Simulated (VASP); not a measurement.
# LiBe16 (a cell with a defect) in VASP: further runs

The runs below take LiBe16 (a cell with a defect) through single point, with PBEsol.

Everything below comes from runs of VASP 6.6.1. Logs are shortened: lines on timing, memory, paths and dates and some standing lists are left out, and cuts for length are marked.

### 1 The cell of the first run

The cell holds a defect, 17 atoms: a = 4.580 Å, b = 3.966 Å, c = 7.177 Å, α = 90.00°, β = 90.00°, γ = 90.00°.

### 2 Single point, PBEsol

File INCAR:

```
SYSTEM = LiBe16
PREC = Accurate
ENCUT = 520
EDIFF = 1E-7
ISMEAR = 0
SIGMA = 0.1
LREAL = Auto
LASPH = .True.
NELM = 100
ALGO = Normal
ISIF = 2
LWAVE = .False.
LCHARG = .True.
GGA = PS
LELF = .True.
LVHAR = .True.
NBANDS = 32
```

File KPOINTS:

```
regular mesh
0
Gamma
  5 6 4
  0 0 0
```

File POSCAR:

```
LiBe16
1.0
   -2.2900000000     -3.9663960000      0.0000000000
    3.4350000000     -1.9831980000      0.0000000000
    0.0000000000      0.0000000000      7.1768600000
Be Li
16 1
Direct
    0.7566347627      0.4853053222     -0.0027843026
    0.4928370988      0.2951206942      0.2425667552
    0.7569322745      0.4856312972      0.4874309203
    0.5227994003      0.4964667777      0.7420680905
    0.4848205910     -0.0659274998     -0.0038464253
    0.2325783363      0.7890990299      0.2425657205
    0.4852592396     -0.0655652860      0.4894109294
    0.3101181945      1.1108255638      0.7428000900
    0.2439926728      0.4316456199     -0.0039135747
   -0.0112614857      0.2980264727      0.2424361396
    0.2440311583      0.4318227768      0.4889392955
   -0.0739415974      0.2906413874      0.7423062470
   -0.0102874298     -0.0185392777     -0.0031784749
    0.7391751616      0.8048317352      0.2426107715
   -0.0102110923     -0.0183177619      0.4882844491
    0.7171013805      0.8906983998      0.7429137583
    0.1228355144      0.7016095285      0.7425060806
```

Potentials or basis: VASP PAW PBE potentials, release 64 (Be, Li_sv).

Run with:

```bash
$ cat potpaw_PBE.64/Be/POTCAR potpaw_PBE.64/Li_sv/POTCAR > POTCAR
$ mpirun -np 1 vasp_std > vasp.out
```

OUTCAR:

```text
SYSTEM = LiBe16
   PREC = Accurate
   ENCUT = 520
   EDIFF = 1E-7
   ISMEAR = 0
   LREAL = Auto
   LASPH = .True.
   NELM = 100
   ISIF = 2
   GGA = PS

 ion  position               nearest neighbor table
   1  0.757  0.485  0.997-   4 2.12  12 2.13  14 2.17   5 2.17  10 2.19  13 2.24   9 2.24   2 2.26
                            13 2.27   9 2.36
   2  0.493  0.295  0.243-  11 2.17   9 2.17  14 2.25   3 2.26   1 2.26  10 2.27   5 2.28   7 2.28
                             6 2.29  10 2.31  14 2.32   6 2.33
   3  0.757  0.486  0.487-   4 2.12  12 2.13  14 2.17   7 2.17  10 2.18  15 2.24  11 2.24   2 2.26
                            15 2.27  11 2.36
   4  0.523  0.496  0.742-  16 1.80   8 1.81  17 2.00  12 2.02   3 2.12   1 2.12  11 2.24   9 2.24
[... 25 lines left out ...]
  17  0.123  0.702  0.743-   8 1.84  12 1.86  16 2.00   4 2.00  11 2.18   9 2.18  15 2.22  13 2.22
                             8 2.50

  LATTYP: Found a simple orthorhombic cell.
 ALAT       =     3.9663962620
 B/A-ratio  =     1.1547004875
 C/A-ratio  =     1.8094157835

  Lattice vectors:

 A1 = (  -3.4350000000,   1.9831980000,   0.0000000000)
 A2 = (  -2.2900000000,  -3.9663960000,   0.0000000000)
 A3 = (   0.0000000000,   0.0000000000,   7.1768600000)

Analysis of symmetry for initial positions (statically):
=====================================================================
 Subroutine PRICEL returns:
 Original cell was already a primitive cell.

 Routine SETGRP: Setting up the symmetry group for a
 simple orthorhombic supercell.

 Subroutine GETGRP returns: Found  1 space group operations
 (whereof  1 operations were pure point group operations)
 out of a pool of  8 trial point group operations.

The static configuration has the point symmetry C_1 .

Analysis of symmetry for dynamics (positions and initial velocities):
=====================================================================
 Subroutine PRICEL returns:
 Original cell was already a primitive cell.

 Routine SETGRP: Setting up the symmetry group for a
 simple orthorhombic supercell.

 Subroutine GETGRP returns: Found  1 space group operations
 (whereof  1 operations were pure point group operations)
 out of a pool of  8 trial point group operations.

The dynamic configuration has the point symmetry C_1 .

 Subroutine INISYM returns: Found  1 space group operations
 (whereof  1 operations are pure point group operations),
 and found     1 'primitive' translations

----------------------------------------------------------------------------------------

                                     Primitive cell

  volume of cell :     130.3755

  direct lattice vectors                    reciprocal lattice vectors
    -2.290000000 -3.966396000  0.000000000    -0.109170306 -0.189088533  0.000000000
     3.435000000 -1.983198000  0.000000000     0.218340611 -0.126059022  0.000000000
     0.000000000  0.000000000  7.176860000     0.000000000  0.000000000  0.139336702

  length of vectors
     4.579999697  3.966396262  7.176860000     0.218340626  0.252118027  0.139336702

  position of ions in fractional coordinates (direct lattice)
     0.756634763  0.485305322  0.997215697
     0.492837099  0.295120694  0.242566755
     0.756932275  0.485631297  0.487430920
     0.522799400  0.496466778  0.742068090
     0.484820591  0.934072500  0.996153575
     0.232578336  0.789099030  0.242565720
[... 9 lines left out ...]
     0.717101380  0.890698400  0.742913758
     0.122835514  0.701609529  0.742506081

  ion indices of the primitive-cell ions
   primitive index   ion index
                 1           1
                 2           2
                 3           3
                 4           4
                 5           5
                 6           6
[... 9 lines left out ...]
                16          16
                17          17

----------------------------------------------------------------------------------------

 KPOINTS: regular mesh

Automatic generation of k-mesh.
 Grid dimensions read from file:
 generate k-points for:    5    6    4

 Generating k-lattice:

  Cartesian coordinates                     Fractional coordinates (reciprocal lattice)
    -0.021834061 -0.037817707  0.000000000     0.200000000  0.000000000  0.000000000
     0.036390102 -0.021009837  0.000000000    -0.000000000  0.166666667  0.000000000
     0.000000000  0.000000000  0.034834175     0.000000000  0.000000000  0.250000000

  Length of vectors
     0.043668125  0.042019671  0.034834175

  Shift w.r.t. Gamma in fractional coordinates (k-lattice)
     0.000000000  0.000000000  0.000000000

 Subroutine IBZKPT returns following result:
 ===========================================

 Found     62 irreducible k-points:

 Following reciprocal coordinates:
            Coordinates               Weight
  0.000000  0.000000  0.000000      1.000000
  0.200000  0.000000  0.000000      2.000000
  0.400000  0.000000  0.000000      2.000000
  0.000000  0.166667  0.000000      2.000000
  0.200000  0.166667  0.000000      2.000000
 -0.200000  0.166667  0.000000      2.000000
[... 16 lines left out ...]
  0.000000  0.166667 -0.250000      2.000000
  0.200000  0.166667  0.250000      2.000000
 [... further k-points ...]
   k-points           NKPTS =     62   k-points in BZ     NKDIM =     62   number of bands    NBANDS=     32
   number of dos      NEDOS =    301   number of ions     NIONS =     17
   total plane-waves  NPLWV =  58320
   dimension x,y,z NGX =    36 NGY =   30 NGZ =   54
   dimension x,y,z NGXF=    72 NGYF=   60 NGZF=  108
   ions per type =              16   1
   NGX,Y,Z   is equivalent  to a cutoff of  13.07, 12.57, 12.51 a.u.
   NGXF,Y,Z  is equivalent  to a cutoff of  26.13, 25.15, 25.02 a.u.
 SYSTEM =  LiBe16
   PREC   = accura    normal or accurate (medium, high low for compatibility)
   ISTART =      0    job   : 0-new  1-cont  2-samecut
   ICHARG =      2    charge: 1-file 2-atom 10-const
   ISPIN  =      1    spin polarized calculation?
   LNONCOLLINEAR =      F non collinear calculations
   LSORBIT =      F    spin-orbit coupling
   LASPH  =      T    aspherical Exc in radial PAW
   ENCUT  =  520.0 eV  38.22 Ry    6.18 a.u.   8.52  7.37 13.34*2*pi/ulx,y,z
   NELM   =    100;   NELMIN=  2; NELMDL= -5     # of ELM steps
   EDIFF  = 0.1E-06   stopping-criterion for ELM
   LREAL  =      T    real-space projection
   EDIFFG = 0.1E-05   stopping-criterion for IOM
   NSW    =      0    number of steps for IOM
   IBRION =     -1    ionic relax: 0-MD 1-quasi-New 2-CG
   NFREE  =      0    steps in history (QN), initial steepest desc. (CG)
   ISIF   =      2    stress and relaxation
   ISYM   =      2    0-nonsym 1-usesym 2-fastsym
   POTIM  = 0.5000    time-step for ionic-motion
   TEBEG  =    0.0;   TEEND  =   0.0 temperature during run
   PSTRESS=    0.0 pullay stress
   NELECT =      35.0000    total number of electrons
   NUPDOWN=      -1.0000    fix difference up-down
   EMIN   =  10.00;   EMAX   =-10.00  energy-range for DOS
   EFERMI =   0.00;   METHOD = LEGACY
   ISMEAR =     0;   SIGMA  =   0.10  broadening in eV -4-tet -1-fermi 0-gaus
   EFERMI_NEDOS =   21; number of points for ismear=-14 and -15
   IALGO  =     38    algorithm
   IMIX   =      4    mixing-type and parameters
     AMIX     =   0.40;   BMIX     =  1.00
     AMIX_MAG =   1.60;   BMIX_MAG =  1.00
  volume/ion in A,a.u.               =       7.67        51.75
  Fermi-wavevector in a.u.,A,eV,Ry     =   1.056085  1.995711 15.174786  1.115315
  Thomas-Fermi vector in A             =   2.191307
   LORBIT       =      0    0 simple, 1 ext, 2 COOP (PROOUT), +10 PAW based schemes
   GGA     = PS    functional components
   LHFCALC =     F    Hartree Fock is set to
   AEXX    =    0.0000 exact exchange contribution
   IVDW    =     0    specifies the selected vdW correction
   LEPSILON=     F    determine dielectric tensor
   LRPA    =     F    only Hartree local field effects (RPA)
 non-spin polarized calculation
 Gauss-broadening in eV      SIGMA  =   0.10
  energy-cutoff  :      520.00
  volume of cell :      130.38
 maximum number of plane-waves:      3532
 NGX is ok and might be reduce to    36
   NGX = 17   NGY = 15   NGZ = 27

 number of electron      34.9999997 magnetization

 Free energy of the ion-electron system (eV)
  ---------------------------------------------------
  ext. energy  EPLUGINS =         0.00000000
  ---------------------------------------------------
  free energy    TOTEN  =       -61.31998327 eV

  energy without entropy =      -61.30551069  energy(sigma->0) =      -61.31274698

 E-fermi :   7.1746     XC(G=0): -10.6604

 val. band max:        7.1727669123   @ k =  -0.2000   0.3333   0.5000
 cond. band min:       7.2016441983   @ k =   0.2000   0.0000   0.0000
 fundamental gap:      0.0288772860
 Fermi energy:         7.1745979738

 k-point     1 :       0.0000    0.0000    0.0000
  band No.  band energies     occupation
      1     -38.2354      2.00000
      2      -4.0538      2.00000
      3      -2.1282      2.00000
      4      -1.8814      2.00000
      5       0.9884      2.00000
      6       1.1008      2.00000
[... 757 lines left out ...]
     28      11.9810      0.00000
     29      12.4262      0.00000

 [... further k-points ...]

 [bands above 29 left out]

------------------------ aborting loop because EDIFF is reached ----------------------------------------

  FORCE on cell =-STRESS in cart. coord.  units (eV):
  Direction    XX          YY          ZZ          XY          YZ          ZX
  --------------------------------------------------------------------------------------
  -------------------------------------------------------------------------------------
  Total        8.7728337     15.6297845      0.9921054     -3.3231861      0.0313111     -0.0084315
  in kB      107.8088609    192.0735435     12.1919270    -40.8384472      0.3847799     -0.1036140
  external PRESSURE =     104.0247771 kB  Pullay stress =       0.0000000 kB

 VOLUME and BASIS-vectors are now :
 -----------------------------------------------------------------------------
  energy-cutoff  :      520.00
  volume of cell :      130.38
      direct lattice vectors                 reciprocal lattice vectors
    -2.290000000 -3.966396000  0.000000000    -0.109170306 -0.189088533  0.000000000
     3.435000000 -1.983198000  0.000000000     0.218340611 -0.126059022  0.000000000
     0.000000000  0.000000000  7.176860000     0.000000000  0.000000000  0.139336702

 POSITION                                       TOTAL-FORCE (eV/Angst)
 -----------------------------------------------------------------------------------
     -0.06567     -3.96357      7.15688        -0.000386      0.005804      0.002577
     -0.11486     -2.54007      1.74087        -0.002824      0.004588     -0.002376
     -0.06523     -3.96540      3.49822        -0.003069      0.005087     -0.000941
      0.50815     -3.05822      5.32572         0.005949      0.010783      0.005661
      2.09830     -3.77544      7.14925        -0.002200     -0.004147     -0.004252
      2.17795     -2.48744      1.74086        -0.001125      0.002677      0.005745
[... 9 lines left out ...]
      1.41739     -4.61074      5.33179        -0.004885     -0.011567     -0.002096
      2.12874     -1.87864      5.32886         0.002007     -0.006704     -0.001558
 -----------------------------------------------------------------------------------
    total drift:                               -0.006940     -0.000897     -0.002844

  FREE ENERGIE OF THE ION-ELECTRON SYSTEM (eV)
  ---------------------------------------------------
  free  energy   TOTEN  =       -61.3199832735 eV

  energy  without entropy=      -61.3055106942  energy(sigma->0) =      -61.31274698
```

It took 4.5 min on 1 thread of AMD EPYC 7R13 (Zen 3), shared host; peak memory 0.29 GiB.

Results:

```yaml
Free_energy: -61.3200 eV
Largest_force: 0.014 eV/Å
```

Forces in eV/Å, atoms in the order of the input:
```
Be   0.000  0.006  0.003
Be  -0.003  0.005 -0.002
Be  -0.003  0.005 -0.001
Be   0.006  0.011  0.006
Be  -0.002 -0.004 -0.004
Be  -0.001  0.003  0.006
Be  -0.002  0.003  0.002
Be  -0.013  0.003  0.001
Be   0.003 -0.006 -0.001
Be   0.004 -0.004  0.002
Be  -0.001 -0.003 -0.001
Be   0.010  0.006  0.001
Be   0.004 -0.005 -0.004
Be  -0.001  0.002 -0.005
Be   0.002 -0.001  0.002
Be  -0.005 -0.012 -0.002
Li   0.002 -0.007 -0.002
```

Caveat: the cutoff is under 1.25 times the usual one of these potentials, so pressure, stress and relaxed cells hold a basis-set (Pulay) error; the PAW data sets were made with another functional, which shifts forces and pressure a little.

### 3 Single point, PBEsol

File INCAR:

```
  PREC = Accurate
  ENCUT = 520
  EDIFF = 1E-7
  ISMEAR = 0
  SIGMA = 0.1
  LREAL = Auto
  LASPH = T
  NELM = 100
  ALGO = Normal
  ISIF = 2
  LWAVE = F
  LCHARG = T
  GGA = PS
  LELF = T
  LVHAR = T
  NBANDS = 32
```

File KPOINTS:

```
Automatic mesh
0
Gamma
  5 6 4
```

File POSCAR:

```
LiBe16
1.0
   -2.2900000000     -3.9663960000      0.0000000000
    3.4350000000     -1.9831980000      0.0000000000
    0.0000000000      0.0000000000      7.1768600000
Be Li
16 1
Direct
    0.7551045099      0.4322861116      0.0032494866
    0.4766124124      0.4951375199      0.2573201016
    0.7551387235      0.4319537656      0.5105112073
    0.5064806096      0.2956696754      0.7568649853
    0.5140088700     -0.0648537816      0.0032899646
    0.2820611069      0.8894928017      0.2566181458
    0.5138903232     -0.0648967326      0.5100965331
    0.2600234958      0.8052690833      0.7569331878
    0.2424892442      0.4856846498      0.0021443862
    0.0737481526      0.2902702195      0.2571356080
    0.2421082099      0.4861312135      0.5121438924
    0.0105139899      0.2981596088      0.7570310014
    0.0091705769     -0.0182458642      0.0028058880
    0.6897680458      1.1101693986      0.2565172040
    0.0094216618     -0.0180902709      0.5111199986
    0.7667556075      0.7892938842      0.7568188303
   -0.1237262401      0.7009540174      0.2571172790
```

Potentials or basis: VASP PAW PBE potentials, release 64 (Be, Li_sv).

Run with:

```bash
$ cat potpaw_PBE.64/Be/POTCAR potpaw_PBE.64/Li_sv/POTCAR > POTCAR
$ mpirun -np 1 vasp_std > vasp.out
```

Run time: 4.2 min. Hardware: 1 thread of AMD EPYC 9R45 (Zen 5), shared host; peak memory 0.29 GiB.

It converged, with:

| Property | Result |
| --- | --- |
| Free energy | -61.3199 eV |
| Largest force | 0.011 eV/Å |

Forces in eV/Å, atoms in the order of the input:
```
Be   0.000  0.001  0.004
Be   0.006 -0.005 -0.003
Be   0.001  0.004  0.003
Be  -0.003  0.005  0.001
Be  -0.001  0.004  0.003
Be   0.004 -0.004  0.002
Be  -0.002  0.002 -0.006
Be  -0.001  0.000  0.001
Be  -0.003 -0.006  0.002
Be   0.000 -0.007  0.000
Be  -0.008 -0.004 -0.007
Be   0.009  0.000 -0.002
Be  -0.003  0.000 -0.002
Be   0.000  0.008  0.003
Be  -0.003  0.000  0.002
Be   0.005  0.001 -0.002
Li   0.000  0.000  0.001
```

Levels at points of the mesh, in eV from the Fermi level:
```
           k point  band 13  band 14  band 15  band 16  band 17  band 18  band 19  band 20  band 21  band 22
(0.00, 0.00, 0.00)    -3.63    -3.30    -3.28    -1.27     0.24     0.37     0.57     1.04     1.38     1.80
(0.00, 0.50, 0.00)    -3.63    -3.46    -3.01    -2.57    -2.30    -0.40     0.77     1.28     1.31     1.45
(0.00, 0.00, 0.50)    -3.14    -2.15    -1.81    -1.75    -1.62    -0.63     0.80     1.33     2.14     2.42
(0.00, 0.50, 0.50)    -4.53    -4.08    -3.38    -3.14    -2.98     0.30     1.35     2.26     2.26     2.43
```

Caveat: the cutoff is under 1.25 times the usual one of these potentials, so pressure, stress and relaxed cells hold a basis-set (Pulay) error; the PAW data sets were made with another functional, which shifts forces and pressure a little.
